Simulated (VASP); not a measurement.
# C in VASP: further runs

C is run at these levels: PBE+D3(BJ); tasks: single point, relaxation of cell and atoms.

Program: VASP 6.6.1. These are calculated values, not measurements. Logs are shortened: lines on timing, memory, paths and dates and some standing lists are left out, and cuts for length are marked.

## (1) The cell of the first run

The structure is orthorhombic, space group Fmmm (No. 69). Conventional cell: a = 2.466 Å, b = 4.268 Å, c = 6.799 Å, α = 90.00°, β = 90.00°, γ = 90.00°. Within 1.9 Å of C (site symmetry m2m) lie 3 C at 1.42 Å.

## (2) Single point, PBE+D3(BJ)

Contents of INCAR:

```
SYSTEM = C
  PREC = Accurate
  ENCUT = 520
  EDIFF = 1E-6
  ISMEAR = 0
  SIGMA = 0.1
  LREAL = .False.
  LASPH = .True.
  NELM = 60
  ALGO = Normal
  ISIF = 2
  LWAVE = .False.
  LCHARG = .True.
  GGA = PE
  IVDW = 12
  LELF = .True.
  LVHAR = .True.
  NBANDS = 16
```

Contents of KPOINTS:

```
regular mesh
0
Gamma
  18 18 6
  0 0 0
```

Contents of POSCAR:

```
C
1.0
    1.2327689980     -2.1341461183      0.0000000000
    1.2327689980      2.1341461183      0.0000000000
    0.0000000000      0.0000000000      6.7989838489
C
4
Direct
    0.0833101795      0.9166898205      0.7499969814
    0.5833101795      0.4166898205      0.2500030186
    0.9166898205      0.0833101795      0.2500030186
    0.4166898205      0.5833101795      0.7499969814
```

Potentials or basis: VASP PAW PBE potentials, release 64 (C).

The run is started by

```console
$ cat potpaw_PBE.64/C/POTCAR > POTCAR
$ mpirun -np 1 vasp_std > vasp.out
```

OUTCAR:

```text
SYSTEM = C
   PREC = Accurate
   ENCUT = 520
   EDIFF = 1E-6
   ISMEAR = 0
   LREAL = .False.
   LASPH = .True.
   NELM = 60
   ISIF = 2
   GGA = PE
   IVDW = 12
 IVDW          = 12

 ion  position               nearest neighbor table
   1  0.083  0.917  0.750-   4 1.42   4 1.42   4 1.42
   2  0.583  0.417  0.250-   3 1.42   3 1.42   3 1.42
   3  0.917  0.083  0.250-   2 1.42   2 1.42   2 1.42
   4  0.417  0.583  0.750-   1 1.42   1 1.42   1 1.42

  LATTYP: Found a base centered orthorhombic cell.
 ALAT       =     2.4655379960
 B/A-ratio  =     1.7311808796
 C/A-ratio  =     2.7576065994

  Lattice vectors:

 A1 = (   1.2327689980,  -2.1341461183,   0.0000000000)
 A2 = (   1.2327689980,   2.1341461183,   0.0000000000)
 A3 = (   0.0000000000,   0.0000000000,   6.7989838489)

Analysis of symmetry for initial positions (statically):
=====================================================================
 Subroutine PRICEL returns:
 Original cell was already a primitive cell.

 Routine SETGRP: Setting up the symmetry group for a
 base centered orthorhombic supercell.

 Subroutine GETGRP returns: Found  8 space group operations
 (whereof  4 operations were pure point group operations)
 out of a pool of  8 trial point group operations.

The static configuration has the point symmetry C_2h.
 The point group associated with its full space group is D_2h.

Analysis of symmetry for dynamics (positions and initial velocities):
=====================================================================
 Subroutine PRICEL returns:
 Original cell was already a primitive cell.

 Routine SETGRP: Setting up the symmetry group for a
 base centered orthorhombic supercell.

 Subroutine GETGRP returns: Found  8 space group operations
 (whereof  4 operations were pure point group operations)
 out of a pool of  8 trial point group operations.

The dynamic configuration has the point symmetry C_2h.
 The point group associated with its full space group is D_2h.

 Subroutine INISYM returns: Found  8 space group operations
 (whereof  4 operations are pure point group operations),
 and found     1 'primitive' translations

----------------------------------------------------------------------------------------

                                     Primitive cell

  volume of cell :      35.7750
[... 92 lines left out ...]
   NELM   =     60;   NELMIN=  2; NELMDL= -5     # of ELM steps
   EDIFF  = 0.1E-05   stopping-criterion for ELM
   LREAL  =      F    real-space projection
   EDIFFG = 0.1E-04   stopping-criterion for IOM
   NSW    =      0    number of steps for IOM
   IBRION =     -1    ionic relax: 0-MD 1-quasi-New 2-CG
   NFREE  =      0    steps in history (QN), initial steepest desc. (CG)
   ISIF   =      2    stress and relaxation
   ISYM   =      2    0-nonsym 1-usesym 2-fastsym
   POTIM  = 0.5000    time-step for ionic-motion
   TEBEG  =    0.0;   TEEND  =   0.0 temperature during run
   PSTRESS=    0.0 pullay stress
   NELECT =      16.0000    total number of electrons
   NUPDOWN=      -1.0000    fix difference up-down
   EMIN   =  10.00;   EMAX   =-10.00  energy-range for DOS
   EFERMI =   0.00;   METHOD = LEGACY
   ISMEAR =     0;   SIGMA  =   0.10  broadening in eV -4-tet -1-fermi 0-gaus
   EFERMI_NEDOS =   21; number of points for ismear=-14 and -15
   IALGO  =     38    algorithm
   IMIX   =      4    mixing-type and parameters
     AMIX     =   0.40;   BMIX     =  1.00
     AMIX_MAG =   1.60;   BMIX_MAG =  1.00
  volume/ion in A,a.u.               =       8.94        60.36
  Fermi-wavevector in a.u.,A,eV,Ry     =   1.251954  2.365849 21.325603  1.567388
  Thomas-Fermi vector in A             =   2.385877
   LORBIT       =      0    0 simple, 1 ext, 2 COOP (PROOUT), +10 PAW based schemes
   GGA     = PE    functional components
   LHFCALC =     F    Hartree Fock is set to
   AEXX    =    0.0000 exact exchange contribution
   IVDW    =    12    specifies the selected vdW correction
   LEPSILON=     F    determine dielectric tensor
   LRPA    =     F    only Hartree local field effects (RPA)
 non-spin polarized calculation
 Gauss-broadening in eV      SIGMA  =   0.10
  energy-cutoff  :      520.00
  volume of cell :       35.78
 maximum number of plane-waves:       985
   NGX =  9   NGY =  9   NGZ = 25

 number of electron      15.9999998 magnetization

 Free energy of the ion-electron system (eV)
  ---------------------------------------------------
  ext. energy  EPLUGINS =         0.00000000
  ---------------------------------------------------
  free energy    TOTEN  =       -36.84885438 eV

  energy without entropy =      -36.84853101  energy(sigma->0) =      -36.84869270

 E-fermi :   4.5660     XC(G=0): -10.2307

 val. band max:        4.4586982470   @ k =   0.3333   0.3333   0.3333
 cond. band min:       4.5675860807   @ k =   0.3333   0.3333   0.5000
 fundamental gap:      0.1088878336
 Fermi energy:         4.5659956505

 k-point     1 :       0.0000    0.0000    0.0000
  band No.  band energies     occupation
      1     -15.0745      2.00000
      2     -14.8034      2.00000
      3      -3.8950      2.00000
      4      -2.0549      2.00000
      5       1.5357      2.00000
      6       1.5533      2.00000
[... 433 lines left out ...]
      3      -2.7441      2.00000
      4      -1.4831      2.00000
      5      -1.4248      2.00000
      6      -0.9805      2.00000
[... 8 lines left out ...]
     15      15.8842      0.00000
     16      16.0083      0.00000

 [... further k-points ...]

------------------------ aborting loop because EDIFF is reached ----------------------------------------

 Edisp (eV)   -0.61555

 E8    (eV) :    -0.1741

  FORCE on cell =-STRESS in cart. coord.  units (eV):
  Direction    XX          YY          ZZ          XY          YZ          ZX
  --------------------------------------------------------------------------------------
  -------------------------------------------------------------------------------------
  Total       0.15567     0.15593    -0.02425     0.00000     0.00000     0.00000
  in kB       6.97165     6.98338    -1.08603     0.00000     0.00000     0.00000
  external pressure =        4.29 kB  Pullay stress =        0.00 kB

 VOLUME and BASIS-vectors are now :
 -----------------------------------------------------------------------------
  energy-cutoff  :      520.00
  volume of cell :       35.78
      direct lattice vectors                 reciprocal lattice vectors
     1.232768998 -2.134146118  0.000000000     0.405590991 -0.234285739  0.000000000
     1.232768998  2.134146118  0.000000000     0.405590991  0.234285739  0.000000000
     0.000000000  0.000000000  6.798983849     0.000000000  0.000000000  0.147080802

 POSITION                                       TOTAL-FORCE (eV/Angst)
 -----------------------------------------------------------------------------------
      1.23277      1.77855      5.09922         0.000000      0.000067      0.000013
      1.23277     -0.35559      1.69977         0.000000      0.000067     -0.000013
      1.23277     -1.77855      1.69977         0.000000     -0.000067     -0.000013
      1.23277      0.35559      5.09922         0.000000     -0.000067      0.000013
 -----------------------------------------------------------------------------------
    total drift:                                0.000000      0.000000      0.000000

  FREE ENERGIE OF THE ION-ELECTRON SYSTEM (eV)
  ---------------------------------------------------
  free  energy   TOTEN  =       -37.4644026211 eV

  energy  without entropy=      -37.4640792510  energy(sigma->0) =      -37.46424094
```

stdout:

```text
POSCAR found type information on POSCAR C
 POSCAR found :  1 types and       4 ions
 scaLAPACK will be used
 LDA part: xc-table for (Slater+PW92), standard interpolation
 POSCAR, INCAR and KPOINTS ok, starting setup
 FFT: planning ... GRIDC
 FFT: planning ... GRID_SOFT
 FFT: planning ... GRID
 WAVECAR not read
 entering main loop
```

Run time: 2.3 min. Hardware: 1 thread of AMD EPYC 7R43 (Zen 3), shared host; peak memory 0.23 GiB.

What came out:

- Free energy: -37.4644 eV
- Pressure: 0.4 GPa
- Band gap on the k mesh: zero (filled and empty bands touch)
- Dispersion energy per atom: -0.154 eV

## (3) Single point, PBE+D3(BJ)

This run uses another cell than the first one, of 9.37 Å³/atom, 1.048 times its volume.

Contents of INCAR:

```
SYSTEM = C
  PREC = Accurate
  ENCUT = 520
  EDIFF = 1E-6
  ISMEAR = 0
  SIGMA = 0.1
  LREAL = .FALSE.
  LASPH = .TRUE.
  NELM = 100
  ALGO = Normal
  ISIF = 2
  LWAVE = .FALSE.
  LCHARG = .TRUE.
  GGA = PE
  IVDW = 12
  LELF = .TRUE.
  LVHAR = .TRUE.
  NBANDS = 16
```

Contents of KPOINTS:

```
Automatic mesh
0
G
  12 12 4
  0 0 0
```

Contents of POSCAR:

```
C
1.0
    1.2280479700     -2.1270618200      0.0000000000
    1.2280479700      2.1270618200      0.0000000000
    0.0000000000      0.0000000000      7.1732677600
C
4
Direct
    0.0833794600      0.9166205400      0.7531376000
    0.5833794600      0.4166205400      0.2468624000
    0.9166205400      0.0833794600      0.2468624000
    0.4166205400      0.5833794600      0.7531376000
```

Potentials or basis: VASP PAW PBE potentials, release 64 (C).

The run is started by

```console
$ cat potpaw_PBE.64/C/POTCAR > POTCAR
$ mpirun -np 1 vasp_std > vasp.out
```

Wall time 76 s (1 thread of Intel Xeon Platinum 8375C at 2.90GHz (Ice Lake), shared host); peak memory 0.19 GiB.

It converged, with:

```yaml
Free_energy: -37.4448 eV
Pressure: 3.1 GPa
Largest_force: 0.025 eV/Å
Band_gap_on_the_k_mesh: 0.02 eV
Dispersion_energy_per_atom: -0.144 eV
```

Forces in eV/Å, atoms in the order of the input:
```
C    0.000  0.024 -0.005
C    0.000  0.024  0.005
C    0.000 -0.024  0.005
C    0.000 -0.024 -0.005
```

Stress tensor (GPa, compression positive):
```
 5.46  0.00  0.00
 0.00  5.24  0.00
 0.00  0.00 -1.48
```

Levels at points of the mesh, in eV from the valence-band top:
```csv
k point,band 6,band 7,band 8,band 9,band 10,band 11
"(0.00, 0.00, 0.00)",-3.01,-3.01,-2.99,3.78,8.38,8.41
"(0.50, 0.00, 0.00)",-6.42,-2.41,-2.41,1.80,1.80,7.51
"(0.50, 0.50, 0.00)",-6.41,-2.82,-1.86,1.16,2.28,7.40
"(0.00, 0.00, 0.50)",-3.01,-3.00,-3.00,5.83,6.03,8.41
"(0.50, 0.00, 0.50)",-6.42,-2.37,-2.37,1.68,1.68,7.51
"(0.50, 0.50, 0.50)",-6.42,-2.41,-2.33,1.64,1.71,7.50
```

A k mesh can miss the band edges.

## (4) Single point, PBE+D3(BJ)

Contents of INCAR:

```
SYSTEM = C
  PREC = Accurate
  ENCUT = 520
  EDIFF = 1E-6
  ISMEAR = 0
  SIGMA = 0.1
  LREAL = .False.
  LASPH = .True.
  NELM = 60
  ALGO = Normal
  ISIF = 2
  LWAVE = .False.
  LCHARG = .True.
  GGA = PE
  IVDW = 12
  LELF = .True.
  LVHAR = .True.
  NBANDS = 16
```

Contents of KPOINTS:

```
regular mesh
0
Gamma
  18 18 6
  0 0 0
```

Contents of POSCAR:

```
C
1.0
    1.2327689981     -2.1341461166      0.0000000000
    1.2327689981      2.1341461166      0.0000000000
    0.0000000000      0.0000000000      6.7989836842
C
4
Direct
    0.0833101797      0.9166898203      0.7499969754
    0.5833101797      0.4166898203      0.2500030246
    0.9166898203      0.0833101797      0.2500030246
    0.4166898203      0.5833101797      0.7499969754
```

The run is started by

```console
$ cat potpaw_PBE.64/C/POTCAR > POTCAR
$ mpirun -np 1 vasp_std > vasp.out
```

Run time: 3.8 min. Hardware: 1 thread of Intel Xeon Platinum 8375C at 2.90GHz (Ice Lake), shared host; peak memory 0.27 GiB.

Results (log left out):

* Free energy: -37.4644 eV
* Pressure: 0.4 GPa
* Band gap on the k mesh: zero (filled and empty bands touch)
* Dispersion energy per atom: -0.154 eV

Stress tensor (GPa, compression positive):
```
 0.70  0.00  0.00
 0.00  0.70  0.00
 0.00  0.00 -0.11
```

Levels at points of the mesh, in eV from the Fermi level:
| k point | band 4 | band 5 | band 6 | band 7 | band 8 | band 9 | band 10 | band 11 | band 12 | band 13 |
| --- | --- | --- | --- | --- | --- | --- | --- | --- | --- | --- |
| (0.00, 0.00, 0.00) | -6.62 | -3.03 | -3.01 | -3.00 | -3.00 | 4.18 | 8.30 | 8.33 | 8.36 | 8.39 |
| (0.50, 0.00, 0.00) | -13.21 | -6.39 | -6.39 | -2.44 | -2.44 | 1.86 | 1.86 | 7.41 | 7.41 | 11.28 |
| (0.50, 0.50, 0.00) | -13.14 | -6.42 | -6.37 | -2.98 | -1.65 | 1.00 | 2.45 | 7.21 | 7.57 | 11.15 |
| (0.00, 0.00, 0.50) | -7.63 | -3.01 | -3.01 | -3.01 | -3.01 | 6.72 | 6.72 | 8.34 | 8.34 | 8.35 |
| (0.50, 0.00, 0.50) | -13.22 | -6.39 | -6.39 | -2.36 | -2.36 | 1.65 | 1.65 | 7.40 | 7.40 | 12.47 |
| (0.50, 0.50, 0.50) | -13.22 | -6.40 | -6.40 | -2.36 | -2.36 | 1.66 | 1.66 | 7.39 | 7.39 | 12.58 |

## (5) Single point, PBE+D3(BJ)

INCAR is that of step 4.

KPOINTS is that of step 4.

Contents of POSCAR:

```
C
1.0
    1.2327689979     -2.1341461202      0.0000000000
    1.2327689979      2.1341461202      0.0000000000
    0.0000000000      0.0000000000      6.7989838566
C
4
Direct
    0.0833101793      0.9166898207      0.7499969650
    0.5833101793      0.4166898207      0.2500030350
    0.9166898207      0.0833101793      0.2500030350
    0.4166898207      0.5833101793      0.7499969650
```

The run is started by

```console
$ cat potpaw_PBE.64/C/POTCAR > POTCAR
$ mpirun -np 1 vasp_std > vasp.out
```

Run time: 69 s. Hardware: 1 thread of Intel Xeon 6975P-C (Granite Rapids), shared host; peak memory 0.26 GiB.

Results (log left out):

- Free energy: -37.4644 eV
- Pressure: 0.4 GPa
- Band gap on the k mesh: zero (filled and empty bands touch)
- Dispersion energy per atom: -0.154 eV

Stress tensor (GPa, compression positive):
```
 0.70  0.00  0.00
 0.00  0.70  0.00
 0.00  0.00 -0.11
```

Levels at points of the mesh, in eV from the Fermi level:
| k point | band 6 | band 7 | band 8 | band 9 | band 10 | band 11 |
| --- | --- | --- | --- | --- | --- | --- |
| (0.00, 0.00, 0.00) | -3.01 | -3.00 | -3.00 | 4.18 | 8.30 | 8.33 |
| (0.50, 0.00, 0.00) | -6.39 | -2.44 | -2.44 | 1.86 | 1.86 | 7.41 |
| (0.50, 0.50, 0.00) | -6.37 | -2.98 | -1.65 | 1.00 | 2.45 | 7.21 |
| (0.00, 0.00, 0.50) | -3.01 | -3.01 | -3.01 | 6.72 | 6.72 | 8.34 |
| (0.50, 0.00, 0.50) | -6.39 | -2.36 | -2.36 | 1.65 | 1.65 | 7.40 |
| (0.50, 0.50, 0.50) | -6.40 | -2.36 | -2.36 | 1.66 | 1.66 | 7.39 |

[end of part 1 of 3]
